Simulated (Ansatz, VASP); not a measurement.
## Rh: VASP beside Ansatz

The input POSCAR:

```
Rh
1.0
   -1.5133115790      1.5133115790      1.5133115790
    1.5133115790     -1.5133115790      1.5133115790
    1.5133115790      1.5133115790     -1.5133115790
Rh
1
Direct
    0.0000000000      0.0000000000      0.0000000000
```

INCAR.step1

```
SYSTEM = Rh
  PREC = Accurate
  ENCUT = 550
  ISMEAR = 0
  SIGMA = 0.05
  LREAL = .FALSE.
  LASPH = .TRUE.
  NELM = 120
  NBANDS = 14
  GGA = PE
  ALGO = Normal
  EDIFF = 1E-5
  LWAVE = .TRUE.
  LCHARG = .FALSE.
  GGA_COMPAT = .FALSE.
```

File INCAR.step2:

```
SYSTEM = Rh
  PREC = Accurate
  ENCUT = 550
  EDIFF = 1E-6
  ISMEAR = 0
  SIGMA = 0.05
  LREAL = .FALSE.
  LASPH = .TRUE.
  NELM = 120
  ALGO = Normal
  ISIF = 2
  LWAVE = .FALSE.
  LCHARG = .FALSE.
  METAGGA = R2SCAN
  LMIXTAU = .TRUE.
  NBANDS = 14
  ISTART = 1
  GGA_COMPAT = .FALSE.
```

KPOINTS

```
regular mesh
0
G
  20 20 20
  0 0 0
```

Input for Ansatz:

```yaml
crystal:
  lattice:
    - [-1.513311579, 1.513311579, 1.513311579]
    - [1.513311579, -1.513311579, 1.513311579]
    - [1.513311579, 1.513311579, -1.513311579]
  atoms:
    - { symbol: Rh, position: [0.0, 0.0, 0.0] }
basis:
  ecutwfc: 600
  ecutrho_ratio: 5
kpoints:
  mp_grid: { grid: [20, 20, 20] }
hamiltonian:
  xc: r2scan
scf:
  occupations: { method: gaussian, width: 0.05 }
output:
  forces: true
  stress: true
  eigenvalues: true
```

Alike in both runs: task single point; functional r2SCAN; k mesh 20 × 20 × 20; occupations gaussian, width 0.05 eV; no spin polarisation.

|  | VASP | Ansatz |
| --- | --- | --- |
| version | VASP 6.6.1 | Ansatz 0.2.0 |
| potentials or method | VASP PAW PBE potentials, release 64 (Rh_pv), cutoff 550 eV | scalar-relativistic, plane waves, PAW |
| valence electrons in the cell | 15 | 17 |

|  | VASP | Ansatz | Ansatz less VASP |
| --- | --- | --- | --- |
| pressure (GPa) | 5.9 | 4.5 | -1.39 |

VASP's potentials were made for PBE, not for r2SCAN. VASP's potentials hold 15 valence electrons a cell and Ansatz's 17, so a difference there can come from the potentials and not from the codes.
